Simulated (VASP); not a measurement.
# Cu2H3 in VASP: notebook

Cu2H3 is run at these levels: PBE; tasks: single point, relaxation of cell and atoms.

All numbers are computed with VASP 6.6.1; they aren't measurements. Logs are shortened: lines on timing, memory, paths and dates and some standing lists are left out, and cuts for length are marked.

### 1 The cell of the first run

The typed cell holds 5 atoms: a = 3.072 Å, b = 3.221 Å, c = 3.906 Å, α = 79.09°, β = 79.30°, γ = 86.06°.

### 2 Single point, PBE

Contents of INCAR:

```
SYSTEM = Cu2H3
  PREC = Accurate
  ENCUT = 520
  EDIFF = 1E-6
  ISMEAR = 0
  SIGMA = 0.1
  LREAL = .FALSE.
  LASPH = .TRUE.
  NELM = 80
  ALGO = Normal
  ISIF = 2
  LWAVE = .FALSE.
  LCHARG = .FALSE.
  GGA = PE
  NBANDS = 20
```

Contents of KPOINTS:

```
regular mesh
0
G
  6 6 4
  0 0 0
```

Contents of POSCAR:

```
Cu2H3
1.0
    3.0715078622      0.0000000000      0.0000000000
    0.2215159230      3.2136499857      0.0000000000
    0.7250132854      0.6908307440      3.7752347576
Cu H
2 3
Direct
    0.1915690805      0.1917009083      0.2060370017
    0.8341451686      0.7938621273      0.7807589545
    0.0029768994      0.3159235179      0.6396051422
    0.6731342125      0.9925462567      0.3684031820
    0.2981746389      0.7059671898      0.0051957196
```

Potentials or basis: VASP PAW PBE potentials, release 64 (Cu, H).

On the command line:

```
> cat potpaw_PBE.64/Cu/POTCAR potpaw_PBE.64/H/POTCAR > POTCAR
> mpirun -np 1 vasp_std > vasp.out
```

OUTCAR:

```text
SYSTEM = Cu2H3
   PREC = Accurate
   ENCUT = 520
   EDIFF = 1E-6
   ISMEAR = 0
   LREAL = .FALSE.
   LASPH = .TRUE.
   NELM = 80
   ISIF = 2
   GGA = PE

 ion  position               nearest neighbor table
   1  0.192  0.192  0.206-   5 1.72   4 1.72   4 1.75   3 1.80   2 2.47   2 2.63   2 2.70   2 2.75

   2  0.834  0.794  0.781-   5 1.73   3 1.75   3 1.75   4 1.76   5 1.79   1 2.47   1 2.63   1 2.70
                             1 2.75
   3  0.003  0.316  0.640-   2 1.75   2 1.75   1 1.80
   4  0.673  0.993  0.368-   1 1.72   1 1.75   2 1.76
   5  0.298  0.706  0.005-   1 1.72   2 1.73   2 1.79

  LATTYP: Found a triclinic cell.
 ALAT       =     8.1415300642
 B/A-ratio  =     0.5651585674
 C/A-ratio  =     1.2166732416
 COS(alpha) =     0.0009446409
 COS(beta)  =     0.6942877423
 COS(gamma) =     0.7133123997

  Lattice vectors:

 A1 = (  -1.1680451314,  -7.1181307154,  -3.7752347576)
 A2 = (  -3.2930237852,  -3.2136499857,   0.0000000000)
 A3 = (   4.4714732306,  -4.5953114737,  -7.5504695152)

Analysis of symmetry for initial positions (statically):
=====================================================================
 Subroutine PRICEL returns:
 Original cell was already a primitive cell.

 Routine SETGRP: Setting up the symmetry group for a
 triclinic supercell.

 Subroutine GETGRP returns: Found  1 space group operations
 (whereof  1 operations were pure point group operations)
 out of a pool of  2 trial point group operations.

The static configuration has the point symmetry C_1 .

Analysis of symmetry for dynamics (positions and initial velocities):
=====================================================================
 Subroutine PRICEL returns:
 Original cell was already a primitive cell.

 Routine SETGRP: Setting up the symmetry group for a
 triclinic supercell.

 Subroutine GETGRP returns: Found  1 space group operations
 (whereof  1 operations were pure point group operations)
 out of a pool of  2 trial point group operations.

The dynamic configuration has the point symmetry C_1 .

 Subroutine INISYM returns: Found  1 space group operations
 (whereof  1 operations are pure point group operations),
 and found     1 'primitive' translations

----------------------------------------------------------------------------------------

                                     Primitive cell

  volume of cell :      37.2644

  direct lattice vectors                    reciprocal lattice vectors
     3.071507862  0.000000000  0.000000000     0.325572990 -0.022441648 -0.058417920
     0.221515923  3.213649986  0.000000000     0.000000000  0.311172656 -0.056941528
     0.725013285  0.690830744  3.775234758     0.000000000  0.000000000  0.264884190

  length of vectors
     3.071507862  3.221275452  3.905801948     0.331532884  0.316339626  0.264884190

  position of ions in fractional coordinates (direct lattice)
     0.191569081  0.191700908  0.206037002
     0.834145169  0.793862127  0.780758955
     0.002976899  0.315923518  0.639605142
     0.673134213  0.992546257  0.368403182
     0.298174639  0.705967190  0.005195720

  ion indices of the primitive-cell ions
   primitive index   ion index
                 1           1
                 2           2
                 3           3
                 4           4
                 5           5

----------------------------------------------------------------------------------------

 KPOINTS: regular mesh

Automatic generation of k-mesh.
 Grid dimensions read from file:
 generate k-points for:    6    6    4

 Generating k-lattice:

  Cartesian coordinates                     Fractional coordinates (reciprocal lattice)
     0.054262165 -0.003740275 -0.009736320     0.166666667  0.000000000 -0.000000000
     0.000000000  0.051862109 -0.009490255     0.000000000  0.166666667  0.000000000
     0.000000000  0.000000000  0.066221047     0.000000000  0.000000000  0.250000000

  Length of vectors
     0.055255481  0.052723271  0.066221047

  Shift w.r.t. Gamma in fractional coordinates (k-lattice)
     0.000000000  0.000000000  0.000000000

 Subroutine IBZKPT returns following result:
 ===========================================

 Found     76 irreducible k-points:

 Following reciprocal coordinates:
            Coordinates               Weight
  0.000000  0.000000  0.000000      1.000000
  0.166667 -0.000000  0.000000      2.000000
  0.333333  0.000000 -0.000000      2.000000
  0.500000 -0.000000  0.000000      1.000000
  0.000000  0.166667  0.000000      2.000000
  0.166667  0.166667 -0.000000      2.000000
[... 16 lines left out ...]
  0.333333  0.000000  0.250000      2.000000
  0.500000 -0.000000  0.250000      2.000000
 [... further k-points ...]
   k-points           NKPTS =     76   k-points in BZ     NKDIM =     76   number of bands    NBANDS=     20
   number of dos      NEDOS =    301   number of ions     NIONS =      5
   total plane-waves  NPLWV =  17280
   dimension x,y,z NGX =    24 NGY =   24 NGZ =   30
   dimension x,y,z NGXF=    48 NGYF=   48 NGZF=   60
   ions per type =               2   3
   NGX,Y,Z   is equivalent  to a cutoff of  12.99, 12.39, 12.77 a.u.
   NGXF,Y,Z  is equivalent  to a cutoff of  25.98, 24.77, 25.54 a.u.
 SYSTEM =  Cu2H3
   PREC   = accura    normal or accurate (medium, high low for compatibility)
   ISTART =      0    job   : 0-new  1-cont  2-samecut
   ICHARG =      2    charge: 1-file 2-atom 10-const
   ISPIN  =      1    spin polarized calculation?
   LNONCOLLINEAR =      F non collinear calculations
   LSORBIT =      F    spin-orbit coupling
   LASPH  =      T    aspherical Exc in radial PAW
   ENCUT  =  520.0 eV  38.22 Ry    6.18 a.u.   5.71  5.99  7.26*2*pi/ulx,y,z
   NELM   =     80;   NELMIN=  2; NELMDL= -5     # of ELM steps
   EDIFF  = 0.1E-05   stopping-criterion for ELM
   LREAL  =      F    real-space projection
[... 7 lines left out ...]
   TEBEG  =    0.0;   TEEND  =   0.0 temperature during run
   PSTRESS=    0.0 pullay stress
   NELECT =      25.0000    total number of electrons
   NUPDOWN=      -1.0000    fix difference up-down
   EMIN   =  10.00;   EMAX   =-10.00  energy-range for DOS
   EFERMI =   0.00;   METHOD = LEGACY
   ISMEAR =     0;   SIGMA  =   0.10  broadening in eV -4-tet -1-fermi 0-gaus
   EFERMI_NEDOS =   21; number of points for ismear=-14 and -15
   IALGO  =     38    algorithm
   IMIX   =      4    mixing-type and parameters
     AMIX     =   0.40;   BMIX     =  1.00
     AMIX_MAG =   1.60;   BMIX_MAG =  1.00
  volume/ion in A,a.u.               =       7.45        50.29
  Fermi-wavevector in a.u.,A,eV,Ry     =   1.433145  2.708251 27.945066  2.053904
  Thomas-Fermi vector in A             =   2.552695
   LORBIT       =      0    0 simple, 1 ext, 2 COOP (PROOUT), +10 PAW based schemes
   GGA     = PE    functional components
   LHFCALC =     F    Hartree Fock is set to
   AEXX    =    0.0000 exact exchange contribution
   IVDW    =     0    specifies the selected vdW correction
   LEPSILON=     F    determine dielectric tensor
   LRPA    =     F    only Hartree local field effects (RPA)
 non-spin polarized calculation
 Gauss-broadening in eV      SIGMA  =   0.10
  energy-cutoff  :      520.00
  volume of cell :       37.26
 maximum number of plane-waves:      1016
   NGX = 11   NGY = 11   NGZ = 15

 number of electron      25.0000010 magnetization

 Free energy of the ion-electron system (eV)
  ---------------------------------------------------
  ext. energy  EPLUGINS =         0.00000000
  ---------------------------------------------------
  free energy    TOTEN  =       -16.14507748 eV

  energy without entropy =      -16.14236807  energy(sigma->0) =      -16.14372277

 E-fermi :   5.2816     XC(G=0): -11.2999

 val. band max:        5.2502113068   @ k =   0.3333   0.5000  -0.0000
 cond. band min:       5.4364787153   @ k =   0.1667   0.3333   0.0000
 fundamental gap:      0.1862674085
 Fermi energy:         5.2816163827

 k-point     1 :       0.0000    0.0000    0.0000
  band No.  band energies     occupation
      1      -6.0419      2.00000
      2      -0.8978      2.00000
      3      -0.5035      2.00000
      4       1.3102      2.00000
      5       1.4607      2.00000
      6       1.7842      2.00000
[... 12 lines left out ...]
     19      16.9265      0.00000
     20      19.2219      0.00000

 k-point     2 :       0.1667   -0.0000    0.0000
  band No.  band energies     occupation
      1      -5.6186      2.00000
      2      -0.9349      2.00000
      3      -0.5374      2.00000
      4       1.2977      2.00000
      5       1.5319      2.00000
      6       1.6855      2.00000
[... 12 lines left out ...]
     19      18.0396      0.00000
     20      18.3699      0.00000

 k-point     3 :       0.3333    0.0000   -0.0000
  band No.  band energies     occupation
      1      -4.4360      2.00000
      2      -1.3034      2.00000
      3      -0.6873      2.00000
      4       1.2583      2.00000
      5       1.4734      2.00000
      6       1.5659      2.00000
[... 12 lines left out ...]
     19      17.0089      0.00000
     20      18.0922      0.00000

 k-point     4 :       0.5000   -0.0000    0.0000
  band No.  band energies     occupation
      1      -3.1821      2.00000
      2      -2.1824      2.00000
      3      -0.7784      2.00000
      4       1.2173      2.00000
      5       1.4082      2.00000
      6       1.5139      2.00000
[... 429 lines left out ...]
 k-point    23 :       0.3333    0.0000    0.2500
  band No.  band energies     occupation
      1      -4.1903      2.00000
      2      -1.3886      2.00000
      3      -0.5781      2.00000
      4       1.2802      2.00000
      5       1.3698      2.00000
      6       1.6385      2.00000
[... 12 lines left out ...]
     19      17.3980      0.00000
     20      19.3693      0.00000

 k-point    24 :       0.5000   -0.0000    0.2500
  band No.  band energies     occupation
      1      -2.8772      2.00000
      2      -1.9585      2.00000
      3      -0.8950      2.00000
      4       1.2391      2.00000
      5       1.3681      2.00000
      6       1.7009      2.00000
[... 12 lines left out ...]
     19      17.3942      0.00000
     20      18.1423      0.00000

 [... further k-points ...]

------------------------ aborting loop because EDIFF is reached ----------------------------------------

  FORCE on cell =-STRESS in cart. coord.  units (eV):
  Direction    XX          YY          ZZ          XY          YZ          ZX
  --------------------------------------------------------------------------------------
  -------------------------------------------------------------------------------------
  Total        0.3299084     -0.0138199      1.1620835     -0.0776392      0.1499530      0.1989713
  in kB       14.1843614     -0.5941847     49.9636036     -3.3380845      6.4472058      8.5547415
  external PRESSURE =      21.1845935 kB  Pullay stress =       0.0000000 kB

 VOLUME and BASIS-vectors are now :
 -----------------------------------------------------------------------------
  energy-cutoff  :      520.00
  volume of cell :       37.26
      direct lattice vectors                 reciprocal lattice vectors
     3.071507862  0.000000000  0.000000000     0.325572990 -0.022441648 -0.058417920
     0.221515923  3.213649986  0.000000000     0.000000000  0.311172656 -0.056941528
     0.725013285  0.690830744  3.775234758     0.000000000  0.000000000  0.264884190

 POSITION                                       TOTAL-FORCE (eV/Angst)
 -----------------------------------------------------------------------------------
      0.78025      0.75840      0.77784        -0.001352     -0.006868     -0.011779
      3.30400      3.09057      2.94755        -0.015261      0.030873     -0.018527
      0.54285      1.45713      2.41466         0.002746     -0.026999      0.037017
      2.55450      3.44420      1.39081         0.003342      0.015866     -0.003157
      1.07600      2.27232      0.01962         0.010525     -0.012872     -0.003553
 -----------------------------------------------------------------------------------
    total drift:                                0.000256     -0.002540      0.000212

  FREE ENERGIE OF THE ION-ELECTRON SYSTEM (eV)
  ---------------------------------------------------
  free  energy   TOTEN  =       -16.1450774773 eV

  energy  without entropy=      -16.1423680667  energy(sigma->0) =      -16.14372277
```

It took 29 s on 1 thread of Intel Xeon Platinum 8488C (Sapphire Rapids), shared host; peak memory 0.17 GiB.

Results:

```yaml
Free_energy: -16.1451 eV
Pressure: 2.1 GPa
Largest_force: 0.046 eV/Å
Band_gap_on_the_k_mesh: zero (an odd number of electrons rules out a gap without spin polarisation)
```

Forces in eV/Å, atoms in the order of the input:
```
Cu  -0.001 -0.007 -0.012
Cu  -0.015  0.031 -0.019
H    0.003 -0.027  0.037
H    0.003  0.016 -0.003
H    0.011 -0.013 -0.004
```

Caveat: the k points lie up to 0.42 Å⁻¹ apart, too coarse for converged energies and pressures of a metal.

### 3 Single point, PBE

This run uses another cell than the first one, of 7.47 Å³/atom.

Contents of INCAR:

```
  ALGO = Normal
  EDIFF = 1E-7
  ENCUT = 520
  GGA = PE
  ISIF = 2
  ISMEAR = 0
  LASPH = True
  LCHARG = True
  LELF = True
  LREAL = False
  LVHAR = True
  LWAVE = False
  NBANDS = 20
  NELM = 60
  PREC = Accurate
  SIGMA = 0.1
```

Contents of KPOINTS:

```
k-points
0
Gamma
  6 6 4
```

Contents of POSCAR:

```
Cu2H3
1.0
    2.9621718277     -0.0752337022      0.1638111020
    0.1349153117      2.9606950490      0.1761949768
    0.8836264343      0.8129680095      4.3525265784
Cu H
2 3
Direct
    0.2043097769      0.1461052183      0.2170669913
    0.8539108599      0.7954801661      0.7827865283
    0.0158280780      0.3566629087      0.5912415859
    0.6437378851      0.9834012559      0.4086515037
    0.2822134000      0.7183504510      0.0002533908
```

Potentials or basis: VASP PAW PBE potentials, release 64 (Cu, H).

On the command line:

```
> cat potpaw_PBE.64/Cu/POTCAR potpaw_PBE.64/H/POTCAR > POTCAR
> mpirun -np 1 vasp_std > vasp.out
```

Wall time 36 s (1 thread of Intel Xeon Platinum 8488C (Sapphire Rapids), shared host); peak memory 0.18 GiB.

Results (log left out):

* Free energy: -16.2821 eV
* Pressure: 0.1 GPa
* Largest force: 0.014 eV/Å
* Band gap on the k mesh: zero (an odd number of electrons rules out a gap without spin polarisation)

Forces in eV/Å, atoms in the order of the input:
```
Cu   0.003  0.003  0.003
Cu  -0.001  0.001 -0.003
H    0.006 -0.003 -0.011
H   -0.001 -0.003  0.014
H   -0.007  0.001 -0.003
```

Stress tensor (GPa, compression positive):
```
 0.13  0.02 -0.10
 0.02  0.10 -0.13
-0.10 -0.13  0.15
```

Levels at points of the mesh, in eV from the Fermi level:
| k point | band 9 | band 10 | band 11 | band 12 | band 13 | band 14 | band 15 | band 16 | band 17 | band 18 |
| --- | --- | --- | --- | --- | --- | --- | --- | --- | --- | --- |
| (0.00, 0.00, 0.00) | -2.77 | -2.76 | -2.45 | -2.29 | 1.00 | 5.53 | 8.44 | 9.56 | 10.37 | 11.25 |
| (0.50, 0.00, 0.00) | -2.58 | -2.45 | -2.17 | -1.97 | -0.52 | 2.64 | 6.47 | 7.60 | 11.35 | 12.32 |
| (0.00, 0.50, 0.00) | -2.58 | -2.45 | -2.17 | -1.98 | -0.54 | 2.62 | 6.48 | 7.62 | 11.36 | 12.33 |
| (0.50, 0.50, 0.00) | -2.44 | -2.39 | -2.23 | -0.96 | -0.13 | 2.36 | 3.99 | 5.29 | 7.34 | 7.45 |
| (0.00, 0.00, 0.50) | -2.52 | -2.45 | -2.44 | -2.43 | 2.96 | 7.58 | 8.03 | 8.86 | 10.96 | 11.52 |
| (0.50, 0.00, 0.50) | -2.69 | -2.50 | -2.27 | -2.16 | -1.46 | 1.73 | 7.53 | 9.10 | 12.19 | 12.41 |
| (0.00, 0.50, 0.50) | -2.68 | -2.50 | -2.27 | -2.16 | -1.46 | 1.74 | 7.52 | 9.09 | 12.19 | 12.41 |
| (0.50, 0.50, 0.50) | -2.44 | -2.43 | -2.13 | -0.21 | -0.18 | 2.06 | 4.41 | 4.86 | 6.26 | 6.74 |

Caveat: the k points lie up to 0.37 Å⁻¹ apart, too coarse for converged energies and pressures of a metal.

[end of part 1 of 2]

The gap in the log of VASP goes by the Fermi energy; the results here count the filled bands.